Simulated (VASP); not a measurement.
# Cs2BN2 (P4/mmm) in VASP: relaxation of cell and atoms with PBE

Aim: the relaxation of cell and atoms of Cs2BN2 with PBE.

All numbers are computed with VASP 6.6.1; they aren't measurements. Logs are shortened: lines on timing, memory, paths and dates and some standing lists are left out, and cuts for length are marked.

**1. The cell of the first run**

Symmetry: P4/mmm, No. 123, tetragonal system. Conventional cell: a = 4.300 Å, b = 4.300 Å, c = 8.730 Å, α = 90.00°, β = 90.00°, γ = 90.00°. Within 4.1 Å of Cs (site symmetry 4mm) lie 4 N at 3.11 Å and 4 B at 3.65 Å and 1 Cs at 4.04 Å. Within 1.8 Å of B (site symmetry 4/mmm) lie 2 N at 1.35 Å. N (site symmetry 4mm) has 1 B at 1.35 Å within 1.8 Å.

The cell was generated, and may not be a known phase.

**2. Relaxation of cell and atoms, PBE, collinear spin, ferromagnetic start**

INCAR

```
SYSTEM = Cs2BN2
  PREC = Accurate
  ENCUT = 600
  EDIFF = 1E-7
  ISMEAR = 0
  SIGMA = 0.1
  LREAL = .FALSE.
  LASPH = .TRUE.
  NELM = 200
  ALGO = Normal
  ISIF = 3
  LWAVE = .FALSE.
  LCHARG = .FALSE.
  ISPIN = 2
  MAGMOM = 0 0 0 0.26 0.26
  LORBIT = 11
  GGA = PE
  IBRION = 2
  NSW = 100
  EDIFFG = -0.01
  GGA_COMPAT = .FALSE.
  NELMIN = 4
  KPAR = 4
```

KPOINTS

```
regular mesh
0
G
  10 10 4
  0 0 0
```

POSCAR

```
Cs2BN2
1.0
    4.3004892441      0.0000000000      0.0000000000
    0.0000000000      4.3004892441      0.0000000000
    0.0000000000      0.0000000000      8.7295458813
Cs B N
2 1 2
Direct
    0.0000000000      0.0000000000      0.7311667469
    0.0000000000      0.0000000000      0.2688332531
    0.5000000000      0.5000000000      0.5000000000
    0.5000000000      0.5000000000      0.3454149575
    0.5000000000      0.5000000000      0.6545850425
```

Potentials or basis: VASP PAW PBE potentials, release 64 (Cs_sv, B, N).

The run is started by

```
$ cat potpaw_PBE.64/Cs_sv/POTCAR potpaw_PBE.64/B/POTCAR potpaw_PBE.64/N/POTCAR > POTCAR
$ mpirun -np 4 vasp_std > vasp.out
```

OUTCAR:

```text
SYSTEM = Cs2BN2
   PREC = Accurate
   ENCUT = 600
   EDIFF = 1E-7
   ISMEAR = 0
   LREAL = .FALSE.
   LASPH = .TRUE.
   NELM = 200
   ISIF = 3
   ISPIN = 2
   LORBIT = 11
   GGA = PE
   IBRION = 2
   NSW = 100
   EDIFFG = -0.01
   NELMIN = 4

 ion  position               nearest neighbor table
   1  0.000  0.000  0.731-
   2  0.000  0.000  0.269-
   3  0.500  0.500  0.500-   4 1.35   5 1.35
   4  0.500  0.500  0.345-   3 1.35
   5  0.500  0.500  0.655-   3 1.35

  LATTYP: Found a simple tetragonal cell.
 ALAT       =     4.3004892441
 C/A-ratio  =     2.0298959922

  Lattice vectors:

 A1 = (   4.3004892441,   0.0000000000,   0.0000000000)
 A2 = (   0.0000000000,   4.3004892441,   0.0000000000)
 A3 = (   0.0000000000,   0.0000000000,   8.7295458813)

Analysis of symmetry for initial positions (statically):
=====================================================================
 Subroutine PRICEL returns:
 Original cell was already a primitive cell.

 Routine SETGRP: Setting up the symmetry group for a
 simple tetragonal supercell.

 Subroutine GETGRP returns: Found 16 space group operations
 (whereof 16 operations were pure point group operations)
 out of a pool of 16 trial point group operations.

The static configuration has the point symmetry D_4h.

Analysis of symmetry for dynamics (positions and initial velocities):
=====================================================================
 Subroutine PRICEL returns:
 Original cell was already a primitive cell.

 Routine SETGRP: Setting up the symmetry group for a
 simple tetragonal supercell.

 Subroutine GETGRP returns: Found 16 space group operations
 (whereof 16 operations were pure point group operations)
 out of a pool of 16 trial point group operations.

The dynamic configuration has the point symmetry D_4h.

Analysis of structural, dynamic, and magnetic symmetry:
=====================================================================
 Subroutine PRICEL returns:
 Original cell was already a primitive cell.

 Routine SETGRP: Setting up the symmetry group for a
 simple tetragonal supercell.

 Subroutine GETGRP returns: Found 16 space group operations
 (whereof 16 operations were pure point group operations)
 out of a pool of 16 trial point group operations.

The overall configuration has the point symmetry D_4h.
[... 133 lines left out ...]
   IVDW    =     0    specifies the selected vdW correction
   LEPSILON=     F    determine dielectric tensor
   LRPA    =     F    only Hartree local field effects (RPA)
 conjugate gradient relaxation of ions
 spin polarized calculation
 Gauss-broadening in eV      SIGMA  =   0.10
  energy-cutoff  :      600.00
  volume of cell :      161.45
 maximum number of plane-waves:      5421
 NGX is ok and might be reduce to    36
   NGX = 17   NGY = 17   NGZ = 35

--------------------------------------- Ionic step        1  -------------------------------------------

 number of electron      31.0000000 magnetization       0.9999588

 Free energy of the ion-electron system (eV)
  ---------------------------------------------------
  ext. energy  EPLUGINS =         0.00000000
  ---------------------------------------------------
  free energy    TOTEN  =       -26.03567021 eV

  energy without entropy =      -26.02451366  energy(sigma->0) =      -26.03009193

------------------------ aborting loop because EDIFF is reached ----------------------------------------

  FORCE on cell =-STRESS in cart. coord.  units (eV):
  Direction    XX          YY          ZZ          XY          YZ          ZX
  --------------------------------------------------------------------------------------
  -------------------------------------------------------------------------------------
  Total       -0.0472677     -0.0472677      0.0965269      0.0000000      0.0000000      0.0000000
  in kB       -0.4690807     -0.4690807      0.9579255      0.0000000      0.0000000      0.0000000
  external PRESSURE =       0.0065880 kB  Pullay stress =       0.0000000 kB
[... 98 lines left out ...]
  FREE ENERGIE OF THE ION-ELECTRON SYSTEM (eV)
  ---------------------------------------------------
  free  energy   TOTEN  =       -26.0357085686 eV

  energy  without entropy=      -26.0245723626  energy(sigma->0) =      -26.03014047

[... ionic steps 4 to 32 ...]

--------------------------------------- Ionic step       33  -------------------------------------------

 number of electron      30.9999999 magnetization       0.9999998

------------------------ aborting loop because EDIFF is reached ----------------------------------------
[... 73 lines left out ...]
--------------------------------------- Ionic step       35  -------------------------------------------

 number of electron      30.9999999 magnetization       0.9999998

 Free energy of the ion-electron system (eV)
  ---------------------------------------------------
  ext. energy  EPLUGINS =         0.00000000
  ---------------------------------------------------
  free energy    TOTEN  =       -26.03896141 eV

  energy without entropy =      -26.02782440  energy(sigma->0) =      -26.03339291

 E-fermi :   0.5587     XC(G=0):  -6.6790

 val. band max:        0.5341912747   @ k =   0.5000   0.2000   0.0000
 cond. band min:       0.5757271673   @ k =   0.2000   0.0000   0.5000
 fundamental gap:      0.0415358926
 Fermi energy:         0.5586582673

 spin component 1

 k-point     1 :       0.0000    0.0000    0.0000
  band No.  band energies     occupation
      1     -21.1527      1.00000
      2     -21.1039      1.00000
      3     -13.7750      1.00000
      4     -13.2277      1.00000
      5      -8.4327      1.00000
      6      -7.9237      1.00000
[... 517 lines left out ...]
     18       4.1107      0.00000
     19       4.5495      0.00000

 [... further k-points ...]

 spin component 2

 k-point     1 :       0.0000    0.0000    0.0000
  band No.  band energies     occupation
      1     -21.1380      1.00000
      2     -21.0893      1.00000
      3     -13.2457      1.00000
      4     -12.6074      1.00000
      5      -8.4191      1.00000
      6      -7.9147      1.00000
[... 551 lines left out ...]
  FREE ENERGIE OF THE ION-ELECTRON SYSTEM (eV)
  ---------------------------------------------------
  free  energy   TOTEN  =       -26.0389614080 eV

  energy  without entropy=      -26.0278244025  energy(sigma->0) =      -26.03339291

 reached required accuracy - stopping structural energy minimisation

 total charge

# of ion       s       p       d       tot
------------------------------------------
    1        1.836   4.689   0.045   6.571
    2        1.836   4.689   0.045   6.571
    3        0.813   1.461   0.000   2.274
    4        1.273   2.411   0.000   3.684
    5        1.273   2.411   0.000   3.684
--------------------------------------------------
tot          7.032  15.662   0.091  22.784

 magnetization (x)

# of ion       s       p       d       tot
------------------------------------------
    1        0.000   0.016   0.001   0.017
    2        0.000   0.016   0.001   0.017
    3       -0.009  -0.047   0.000  -0.055
    4        0.010   0.340   0.000   0.350
    5        0.010   0.340   0.000   0.350
--------------------------------------------------
tot          0.012   0.665   0.002   0.678
```

Wall time 26 min (4 MPI ranks of Intel Xeon Platinum 8488C (Sapphire Rapids), shared host); peak memory 0.64 GiB.

What came out:

```
Free energy                                           : -26.0390 eV
Relaxed volume                                        : 34.96 Å³/atom
Relaxed cell                                          : a = 4.306 Å, b = 4.306 Å, c = 9.427 Å, α = 90.00°, β = 90.00°, γ = 90.00°
Space group after relaxing (to 0.1 Å)                 : P4/mmm (No. 123)
Energy gained by relaxing                             : 0.7 meV/atom
Ionic steps                                           : 35
Pressure after relaxing                               : 0.0 GPa
Largest force after relaxing                          : 0.008 eV/Å
Band gap on the k mesh                                : zero (filled and empty bands overlap)
Net moment                                            : 1.00 μB per cell
Site moments                                          : Cs +0.02; B -0.06; N +0.35 μB
Valence electrons inside the program's atomic spheres : Cs 6.57; B 2.27; N 3.68
```

Forces in eV/Å, atoms in the order of the input:
```
Cs   0.000  0.000  0.004
Cs   0.000  0.000 -0.004
B    0.000  0.000  0.000
N    0.000  0.000  0.008
N    0.000  0.000 -0.008
```

The path:
| step | energy change (eV) | largest force (eV/Å) | pressure (GPa) | volume (Å³) |
| --- | --- | --- | --- | --- |
| 1 | 0.0000 | 0.0102 | 0.00 | 161.45 |
| 2 | 0.0000 | 0.0737 | -0.05 | 161.45 |
| 3 | 0.0000 | 0.0356 | -0.03 | 161.45 |
| 4 | -0.0001 | 0.0310 | -0.01 | 161.39 |
| 5 | -0.0002 | 0.0158 | 0.03 | 161.23 |
| 6 | -0.0001 | 0.0145 | 0.12 | 160.90 |
| 7 | -0.0002 | 0.0068 | 0.06 | 161.13 |
| 8 | -0.0003 | 0.0190 | 0.05 | 161.26 |
| 9 | -0.0005 | 0.0547 | 0.01 | 161.65 |
| 10 | -0.0005 | 0.1234 | -0.05 | 162.42 |
| 11 | -0.0005 | 0.0834 | -0.02 | 161.98 |
| 12 | -0.0005 | 0.0811 | -0.01 | 162.00 |
| 13 | -0.0006 | 0.0739 | -0.01 | 162.08 |
| 14 | -0.0007 | 0.0595 | 0.00 | 162.22 |
| 15 | -0.0008 | 0.0297 | 0.02 | 162.51 |
| 16 | -0.0009 | 0.0313 | 0.06 | 163.09 |
| 17 | -0.0009 | 0.0261 | 0.05 | 163.01 |
| 18 | -0.0009 | 0.0236 | 0.04 | 162.76 |
| 19 | -0.0009 | 0.0264 | 0.05 | 162.94 |
| 20 | -0.0009 | 0.0264 | 0.05 | 162.97 |
| 21 | -0.0009 | 0.0270 | 0.05 | 163.06 |
| 22 | -0.0010 | 0.0289 | 0.03 | 163.30 |
| 23 | -0.0011 | 0.0322 | 0.00 | 163.80 |
| 24 | -0.0011 | 0.0392 | -0.07 | 164.79 |
| 25 | -0.0011 | 0.0393 | -0.07 | 164.89 |
| 26 | -0.0012 | 0.0408 | -0.06 | 165.19 |
| 27 | -0.0013 | 0.0440 | -0.04 | 165.79 |
| 28 | -0.0013 | 0.0434 | -0.04 | 165.88 |
| 29 | -0.0014 | 0.0421 | -0.05 | 166.15 |
| 30 | -0.0017 | 0.0393 | -0.05 | 166.69 |
| 31 | -0.0021 | 0.0337 | -0.07 | 167.77 |
| 32 | -0.0028 | 0.0431 | -0.09 | 169.95 |
| 33 | -0.0032 | 0.0812 | -0.09 | 174.31 |
| 34 | -0.0033 | 0.0206 | -0.03 | 174.72 |
| 35 | -0.0033 | 0.0083 | -0.02 | 174.80 |

Final structure:
```
Cs B N
1.0
     4.30602    0.00000    0.00000
     0.00000    4.30602    0.00000
     0.00000    0.00000    9.42749
Cs B N
2 1 2
Direct
  0.00000 0.00000 0.71349
  0.00000 0.00000 0.28651
  0.50000 0.50000 0.50000
  0.50000 0.50000 0.35682
  0.50000 0.50000 0.64318
```

Levels at points of the mesh, in eV from the Fermi level:
Spin up:
| k point | band 13 | band 14 | band 15 | band 16 | band 17 | band 18 | band 19 |
| --- | --- | --- | --- | --- | --- | --- | --- |
| (0.00, 0.00, 0.00) | -2.49 | -2.49 | -0.50 | -0.50 | 0.88 | 3.41 | 4.01 |
| (0.50, 0.00, 0.00) | -2.85 | -2.47 | -1.21 | -1.01 | 2.44 | 2.51 | 3.99 |
| (0.50, 0.50, 0.00) | -2.71 | -2.71 | -0.52 | -0.52 | 3.35 | 3.42 | 3.42 |
| (0.00, 0.00, 0.50) | -2.49 | -2.49 | -0.50 | -0.50 | 1.36 | 2.71 | 3.48 |
| (0.50, 0.00, 0.50) | -2.85 | -2.47 | -1.22 | -1.01 | 2.69 | 2.91 | 3.69 |
| (0.50, 0.50, 0.50) | -2.71 | -2.71 | -0.52 | -0.52 | 3.84 | 3.84 | 4.14 |
Spin down:
```tsv
k point	band 13	band 14	band 15	band 16	band 17	band 18
(0.00, 0.00, 0.00)	-1.99	-1.99	0.33	0.33	0.90	3.44
(0.50, 0.00, 0.00)	-2.34	-2.19	-0.50	-0.23	2.48	2.53
(0.50, 0.50, 0.00)	-2.29	-2.29	0.28	0.28	3.35	3.51
(0.00, 0.00, 0.50)	-1.99	-1.99	0.33	0.33	1.40	2.74
(0.50, 0.00, 0.50)	-2.34	-2.20	-0.51	-0.23	2.71	2.95
(0.50, 0.50, 0.50)	-2.29	-2.29	0.28	0.28	3.86	3.86
```

Caveat: spin-orbit coupling is left out, which moves the levels of the heavy elements.

The gap in the log of VASP goes by the Fermi energy; the results here count the filled bands.